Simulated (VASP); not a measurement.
# AgCl in VASP: further runs, part 2 of 2

VASP 6.6.1. The steps go on from the part before.

### Step 4. Electric field gradients, PBE (equal xy, yz and zx shear strains of +2 %)

The input, INCAR:

```
PREC = Accurate ; ENCUT = 520
EDIFF = 1E-8 ; ISMEAR = -1
SIGMA = 0.02 ; LREAL = F
LASPH = T ; NELM = 80
ALGO = Normal ; ISIF = 2
LWAVE = F ; LCHARG = F
GGA = PE ; LEFG = T
NBANDS = 16
```

The input, KPOINTS:

```
regular mesh
0
Gamma
  8 8 8
```

The input, POSCAR:

```
AgCl
1.0
    0.0554630000      2.8008815000      2.8008815000
    2.8008815000      0.0554630000      2.8008815000
    2.8008815000      2.8008815000      0.0554630000
Ag Cl
1 1
Direct
    0.5000000000      0.5000000000      0.5000000000
    0.0000000000      0.0000000000      0.0000000000
```

Potentials or basis: VASP PAW PBE potentials, release 64 (Ag, Cl).

Launch:

```bash
> cat potpaw_PBE.64/Ag/POTCAR potpaw_PBE.64/Cl/POTCAR > POTCAR
> mpirun -np 1 vasp_std > vasp.out
```

OUTCAR:

```text
PREC = Accurate
   ENCUT = 520
   EDIFF = 1E-8
   ISMEAR = -1
   LREAL = F
   LASPH = T
   NELM = 80
   ISIF = 2
   GGA = PE

 ion  position               nearest neighbor table
   1  0.500  0.500  0.500-   2 2.77   2 2.77   2 2.77   2 2.77   2 2.77   2 2.77
   2  0.000  0.000  0.000-   1 2.77   1 2.77   1 2.77   1 2.77   1 2.77   1 2.77

  LATTYP: Found a trigonal (rhomboedric) cell.
 ALAT       =     3.9614328845
 COS(alpha) =     0.5197000882

  Lattice vectors:

 A1 = (   0.0554630000,   2.8008815000,   2.8008815000)
 A2 = (   2.8008815000,   0.0554630000,   2.8008815000)
 A3 = (   2.8008815000,   2.8008815000,   0.0554630000)

Analysis of symmetry for initial positions (statically):
=====================================================================
 Subroutine PRICEL returns:
 Original cell was already a primitive cell.

 Routine SETGRP: Setting up the symmetry group for a
 trigonal (rhombohedral) supercell.

[... 645 lines left out ...]
      direct lattice vectors                 reciprocal lattice vectors
     0.055463000  2.800881500  2.800881500    -0.183907102  0.180336091  0.180336091
     2.800881500  0.055463000  2.800881500     0.180336091 -0.183907102  0.180336091
     2.800881500  2.800881500  0.055463000     0.180336091  0.180336091 -0.183907102

 POSITION                                       TOTAL-FORCE (eV/Angst)
 -----------------------------------------------------------------------------------
      2.82861      2.82861      2.82861        -0.000000      0.000000     -0.000000
      0.00000      0.00000      0.00000         0.000000     -0.000000      0.000000
 -----------------------------------------------------------------------------------
    total drift:                                0.000000      0.000000      0.000000

  FREE ENERGIE OF THE ION-ELECTRON SYSTEM (eV)
  ---------------------------------------------------
  free  energy   TOTEN  =        -5.3934322542 eV

  energy  without entropy=       -5.3934322542  energy(sigma->0) =       -5.39343225

 Electric field gradients (V/A^2)
---------------------------------------------------------------------
 ion       V_xx      V_yy      V_zz      V_xy      V_xz      V_yz
---------------------------------------------------------------------
   1      -0.000    -0.000     0.000    -2.166    -2.166    -2.166
   2      -0.000     0.000    -0.000     4.453     4.453     4.453
---------------------------------------------------------------------

 Electric field gradients after diagonalization (V/A^2)
 (convention: |V_zz| > |V_xx| > |V_yy|)
----------------------------------------------------------------------
 ion       V_xx      V_yy      V_zz     asymmetry (V_yy - V_xx)/ V_zz
----------------------------------------------------------------------
   1       2.166     2.166    -4.332       0.000
   2      -4.453    -4.453     8.906       0.000
----------------------------------------------------------------------

           NMR quadrupolar parameters

 Cq : quadrupolar parameter    Cq=e*Q*V_zz/h
 eta: asymmetry parameters     (V_yy - V_xx)/ V_zz
 Q  : nuclear electric quadrupole moment in mb (millibarn)
----------------------------------------------------------------------
 ion       Cq(MHz)       eta       Q (mb)
----------------------------------------------------------------------
   1      -0.010       0.000       1.000
   2       0.022       0.000       1.000
----------------------------------------------------------------------
```

It took 44 s on 1 thread of Intel Xeon Platinum 8488C (Sapphire Rapids), shared host; peak memory 0.19 GiB.

What came out:

```yaml
Free_energy: -5.3934 eV
Pressure: 1.5 GPa
Band_gap_on_the_k_mesh: 0.88 eV, indirect (least direct gap 3.16 eV)
```

Electric field gradients, principal values (V/Å²):
```tsv
atom	least	middle	greatest (by size)
1 Ag	2.166	2.166	-4.332
2 Cl	-4.453	-4.453	8.906
```

Caveat: the cell differs from its parent crystal (equal xy, yz and zx shear strains of +2 %); without QUAD_EFG the Cq values of the log hold for a quadrupole moment of 1 mb, not for the nuclei. A k mesh can miss the band edges.

### Step 5. Electric field gradients, PBE (volume scaled by 0.94)

The input, INCAR:

```
SYSTEM = AgCl
  ALGO = Normal
  EDIFF = 1E-8
  ENCUT = 520
  GGA = PE
  ISIF = 2
  ISMEAR = -1
  LASPH = .TRUE.
  LCHARG = .FALSE.
  LEFG = .TRUE.
  LREAL = .FALSE.
  LWAVE = .FALSE.
  NBANDS = 16
  NELM = 100
  PREC = Accurate
  SIGMA = 0.02
```

The input, KPOINTS:

```
k-points
0
G
  8 8 8
  0 0 0
```

The input, POSCAR:

```
AgCl
1.0
    0.0000000000      2.7165392174      2.7165392174
    2.7165392174      0.0000000000      2.7165392174
    2.7165392174      2.7165392174      0.0000000000
Ag Cl
1 1
Direct
    0.5000000000      0.5000000000      0.5000000000
    0.0000000000      0.0000000000      0.0000000000
```

Potentials or basis: VASP PAW PBE potentials, release 64 (Ag, Cl).

Launch:

```bash
> cat potpaw_PBE.64/Ag/POTCAR potpaw_PBE.64/Cl/POTCAR > POTCAR
> mpirun -np 1 vasp_std > vasp.out
```

OUTCAR:

```text
SYSTEM = AgCl
   EDIFF = 1E-8
   ENCUT = 520
   GGA = PE
   ISIF = 2
   ISMEAR = -1
   LASPH = .TRUE.
   LREAL = .FALSE.
   NELM = 100
   PREC = Accurate

 ion  position               nearest neighbor table
   1  0.500  0.500  0.500-   2 2.72   2 2.72   2 2.72   2 2.72   2 2.72   2 2.72
   2  0.000  0.000  0.000-   1 2.72   1 2.72   1 2.72   1 2.72   1 2.72   1 2.72

  LATTYP: Found a face centered cubic cell.
 ALAT       =     5.4330784348

  Lattice vectors:

 A1 = (   0.0000000000,   2.7165392174,   2.7165392174)
[... 669 lines left out ...]
  ---------------------------------------------------
  free  energy   TOTEN  =        -5.3425012810 eV

  energy  without entropy=       -5.3425012810  energy(sigma->0) =       -5.34250128

 Electric field gradients (V/A^2)
---------------------------------------------------------------------
 ion       V_xx      V_yy      V_zz      V_xy      V_xz      V_yz
---------------------------------------------------------------------
   1       0.000    -0.000    -0.000    -0.001    -0.001    -0.001
   2      -0.000    -0.000     0.000    -0.001    -0.001    -0.001
---------------------------------------------------------------------

 Electric field gradients after diagonalization (V/A^2)
 (convention: |V_zz| > |V_xx| > |V_yy|)
----------------------------------------------------------------------
 ion       V_xx      V_yy      V_zz     asymmetry (V_yy - V_xx)/ V_zz
----------------------------------------------------------------------
   1       0.001     0.001    -0.002       0.000
   2       0.001     0.001    -0.001       0.000
----------------------------------------------------------------------

           NMR quadrupolar parameters

 Cq : quadrupolar parameter    Cq=e*Q*V_zz/h
 eta: asymmetry parameters     (V_yy - V_xx)/ V_zz
 Q  : nuclear electric quadrupole moment in mb (millibarn)
----------------------------------------------------------------------
 ion       Cq(MHz)       eta       Q (mb)
----------------------------------------------------------------------
   1      -0.000       0.000       1.000
   2      -0.000       0.000       1.000
----------------------------------------------------------------------
```

OSZICAR:

```text
N       E                     dE             d eps       ncg     rms          rms(c)
DAV:   1     0.922733030277E+02    0.92273E+02   -0.88887E+03   928   0.103E+03
DAV:   2    -0.261489550888E+01   -0.94888E+02   -0.87459E+02  1136   0.218E+02
DAV:   3    -0.550302828074E+01   -0.28881E+01   -0.28813E+01  1168   0.391E+01
DAV:   4    -0.551664952584E+01   -0.13621E-01   -0.13620E-01  1112   0.310E+00
DAV:   5    -0.551679642168E+01   -0.14690E-03   -0.14689E-03  1200   0.321E-01    0.734E+00
DAV:   6    -0.534717595681E+01    0.16962E+00   -0.23620E-01  1168   0.647E+00    0.472E+00
DAV:   7    -0.534317936049E+01    0.39966E-02   -0.97944E-02  1136   0.207E+00    0.211E+00
DAV:   8    -0.534239006881E+01    0.78929E-03   -0.42625E-03  1088   0.691E-01    0.324E-01
DAV:   9    -0.534244670820E+01   -0.56639E-04   -0.56503E-04  1168   0.270E-01    0.320E-02
DAV:  10    -0.534249622066E+01   -0.49512E-04   -0.57729E-05  1128   0.713E-02    0.216E-02
DAV:  11    -0.534250130173E+01   -0.50811E-05   -0.62076E-06  1152   0.187E-02    0.533E-03
DAV:  12    -0.534250133481E+01   -0.33074E-07   -0.41229E-07  1048   0.449E-03    0.171E-03
DAV:  13    -0.534250131232E+01    0.22485E-07   -0.11948E-07  1104   0.233E-03    0.138E-03
DAV:  14    -0.534250130133E+01    0.10992E-07   -0.23137E-09   904   0.327E-04    0.800E-04
DAV:  15    -0.534250129086E+01    0.10470E-07   -0.17223E-09   640   0.347E-04    0.289E-04
DAV:  16    -0.534250128010E+01    0.10756E-07   -0.13482E-09   624   0.247E-04    0.560E-05
DAV:  17    -0.534250128101E+01   -0.90677E-09   -0.10738E-10   512   0.748E-05
   1 F= -.53425013E+01 E0= -.53425013E+01  d E =-.560445E-11
```

Wall time 12 s (1 thread of Intel Xeon 6975P-C (Granite Rapids), shared host); peak memory 0.17 GiB.

Results:

- Free energy: -5.3425 eV
- Pressure: 5.1 GPa
- Band gap on the k mesh: 0.90 eV, indirect (least direct gap 3.39 eV)

Caveat: without QUAD_EFG the Cq values of the log hold for a quadrupole moment of 1 mb, not for the nuclei. A k mesh can miss the band edges.

### Step 6. Electric field gradients, PBE (volume scaled by 0.94)

The input, INCAR:

```
ALGO = Normal
EDIFF = 1E-8
ENCUT = 520
GGA = PE
ISIF = 2
ISMEAR = -1
LASPH = T
LCHARG = F
LEFG = T
LREAL = F
LWAVE = F
NBANDS = 16
NELM = 100
PREC = Accurate
SIGMA = 0.02
```

The input, KPOINTS:

```
k-points
0
Gamma
  8 8 8
```

POSCAR is that of step 5.

Potentials or basis: VASP PAW PBE potentials, release 64 (Ag, Cl).

Launch:

```bash
> cat potpaw_PBE.64/Ag/POTCAR potpaw_PBE.64/Cl/POTCAR > POTCAR
> mpirun -np 1 vasp_std > vasp.out
```

OUTCAR:

```text
EDIFF = 1E-8
   ENCUT = 520
   GGA = PE
   ISIF = 2
   ISMEAR = -1
   LASPH = T
   LREAL = F
   NELM = 100
   PREC = Accurate

 ion  position               nearest neighbor table
   1  0.500  0.500  0.500-   2 2.72   2 2.72   2 2.72   2 2.72   2 2.72   2 2.72
   2  0.000  0.000  0.000-   1 2.72   1 2.72   1 2.72   1 2.72   1 2.72   1 2.72

  LATTYP: Found a face centered cubic cell.
 ALAT       =     5.4330784348

  Lattice vectors:

 A1 = (   0.0000000000,   2.7165392174,   2.7165392174)
 A2 = (   2.7165392174,   0.0000000000,   2.7165392174)
 A3 = (   2.7165392174,   2.7165392174,   0.0000000000)

Analysis of symmetry for initial positions (statically):
=====================================================================
 Subroutine PRICEL returns:
 Original cell was already a primitive cell.

 Routine SETGRP: Setting up the symmetry group for a
 face centered cubic supercell.

 Subroutine GETGRP returns: Found 48 space group operations
 (whereof 48 operations were pure point group operations)
 out of a pool of 48 trial point group operations.

The static configuration has the point symmetry O_h .

Analysis of symmetry for dynamics (positions and initial velocities):
=====================================================================
 Subroutine PRICEL returns:
 Original cell was already a primitive cell.

 Routine SETGRP: Setting up the symmetry group for a
 face centered cubic supercell.

 Subroutine GETGRP returns: Found 48 space group operations
 (whereof 48 operations were pure point group operations)
 out of a pool of 48 trial point group operations.

The dynamic configuration has the point symmetry O_h .

[... 158 lines left out ...]
      4       1.9238      2.00000
      5       1.9685      2.00000
      6       1.9685      2.00000
[... 433 lines left out ...]
      3       0.1135      2.00000
      4       0.1731      2.00000
      5       2.2772      2.00000
      6       2.3526      2.00000
[... 8 lines left out ...]
     15      18.2976      0.00000
     16      19.7767      0.00000

 [... further k-points ...]

------------------------ aborting loop because EDIFF is reached ----------------------------------------

  FORCE on cell =-STRESS in cart. coord.  units (eV):
  Direction    XX          YY          ZZ          XY          YZ          ZX
  --------------------------------------------------------------------------------------
  -------------------------------------------------------------------------------------
  Total        1.2735535      1.2735535      1.2735535      0.0000000      0.0000000     -0.0000000
  in kB       50.8920385     50.8920385     50.8920385      0.0000000      0.0000000     -0.0000000
  external PRESSURE =      50.8920385 kB  Pullay stress =       0.0000000 kB

 VOLUME and BASIS-vectors are now :
 -----------------------------------------------------------------------------
  energy-cutoff  :      520.00
  volume of cell :       40.09
      direct lattice vectors                 reciprocal lattice vectors
     0.000000000  2.716539217  2.716539217    -0.184057715  0.184057715  0.184057715
     2.716539217  0.000000000  2.716539217     0.184057715 -0.184057715  0.184057715
     2.716539217  2.716539217  0.000000000     0.184057715  0.184057715 -0.184057715

 POSITION                                       TOTAL-FORCE (eV/Angst)
 -----------------------------------------------------------------------------------
      2.71654      2.71654      2.71654        -0.000000     -0.000000     -0.000000
      0.00000      0.00000      0.00000         0.000000      0.000000      0.000000
 -----------------------------------------------------------------------------------
    total drift:                                0.000000      0.000000      0.000000

  FREE ENERGIE OF THE ION-ELECTRON SYSTEM (eV)
  ---------------------------------------------------
  free  energy   TOTEN  =        -5.3425012810 eV

  energy  without entropy=       -5.3425012810  energy(sigma->0) =       -5.34250128

 Electric field gradients (V/A^2)
---------------------------------------------------------------------
 ion       V_xx      V_yy      V_zz      V_xy      V_xz      V_yz
---------------------------------------------------------------------
   1       0.000    -0.000    -0.000    -0.001    -0.001    -0.001
   2      -0.000    -0.000     0.000    -0.001    -0.001    -0.001
---------------------------------------------------------------------

 Electric field gradients after diagonalization (V/A^2)
 (convention: |V_zz| > |V_xx| > |V_yy|)
----------------------------------------------------------------------
 ion       V_xx      V_yy      V_zz     asymmetry (V_yy - V_xx)/ V_zz
----------------------------------------------------------------------
   1       0.001     0.001    -0.002       0.000
   2       0.001     0.001    -0.001       0.000
----------------------------------------------------------------------

           NMR quadrupolar parameters

 Cq : quadrupolar parameter    Cq=e*Q*V_zz/h
 eta: asymmetry parameters     (V_yy - V_xx)/ V_zz
 Q  : nuclear electric quadrupole moment in mb (millibarn)
----------------------------------------------------------------------
 ion       Cq(MHz)       eta       Q (mb)
----------------------------------------------------------------------
   1      -0.000       0.000       1.000
   2      -0.000       0.000       1.000
----------------------------------------------------------------------
```

OSZICAR:

```text
N       E                     dE             d eps       ncg     rms          rms(c)
DAV:   1     0.922733030277E+02    0.92273E+02   -0.88887E+03   928   0.103E+03
DAV:   2    -0.261489550888E+01   -0.94888E+02   -0.87459E+02  1136   0.218E+02
DAV:   3    -0.550302828074E+01   -0.28881E+01   -0.28813E+01  1168   0.391E+01
DAV:   4    -0.551664952584E+01   -0.13621E-01   -0.13620E-01  1112   0.310E+00
DAV:   5    -0.551679642168E+01   -0.14690E-03   -0.14689E-03  1200   0.321E-01    0.734E+00
DAV:   6    -0.534717595681E+01    0.16962E+00   -0.23620E-01  1168   0.647E+00    0.472E+00
DAV:   7    -0.534317936049E+01    0.39966E-02   -0.97944E-02  1136   0.207E+00    0.211E+00
DAV:   8    -0.534239006881E+01    0.78929E-03   -0.42625E-03  1088   0.691E-01    0.324E-01
DAV:   9    -0.534244670820E+01   -0.56639E-04   -0.56503E-04  1168   0.270E-01    0.320E-02
DAV:  10    -0.534249622066E+01   -0.49512E-04   -0.57729E-05  1128   0.713E-02    0.216E-02
DAV:  11    -0.534250130173E+01   -0.50811E-05   -0.62076E-06  1152   0.187E-02    0.533E-03
DAV:  12    -0.534250133481E+01   -0.33074E-07   -0.41229E-07  1048   0.449E-03    0.171E-03
DAV:  13    -0.534250131232E+01    0.22485E-07   -0.11948E-07  1104   0.233E-03    0.138E-03
DAV:  14    -0.534250130133E+01    0.10992E-07   -0.23137E-09   904   0.327E-04    0.800E-04
DAV:  15    -0.534250129086E+01    0.10470E-07   -0.17223E-09   640   0.347E-04    0.289E-04
DAV:  16    -0.534250128010E+01    0.10756E-07   -0.13482E-09   624   0.247E-04    0.560E-05
DAV:  17    -0.534250128101E+01   -0.90677E-09   -0.10738E-10   512   0.748E-05
   1 F= -.53425013E+01 E0= -.53425013E+01  d E =-.560445E-11
```

Wall time 13 s (1 thread of Intel Xeon 6975P-C (Granite Rapids), shared host); peak memory 0.17 GiB.

Results:

* Free energy: -5.3425 eV
* Pressure: 5.1 GPa
* Band gap on the k mesh: 0.90 eV, indirect (least direct gap 3.39 eV)

Caveat: without QUAD_EFG the Cq values of the log hold for a quadrupole moment of 1 mb, not for the nuclei. A k mesh can miss the band edges.

### Step 7. Overview

| cell | gap on the mesh (eV) | pressure (GPa) |
| --- | --- | --- |
| a = 3.864 Å, angles 62.0°, 2 atoms | 0.87 | 1.5 |
| a = 3.902 Å, angles 60.7°, 2 atoms | 0.90 | 1.5 |
| a = 3.961 Å, angles 58.7°, 2 atoms | 0.88 | 1.5 |
| a = 3.842 Å, angles 60.0°, 2 atoms | 0.90 | 5.1 |

Alike in all rows: task electric field gradients; level PBE; potentials or basis VASP PAW PBE potentials, release 64 (Ag, Cl); no spin polarisation; k mesh 8 × 8 × 8; cutoff (eV) 520; smearing fermi-dirac 0.02 eV.

Total energies depend on the potentials used, so only differences within one code and one set of settings carry meaning.
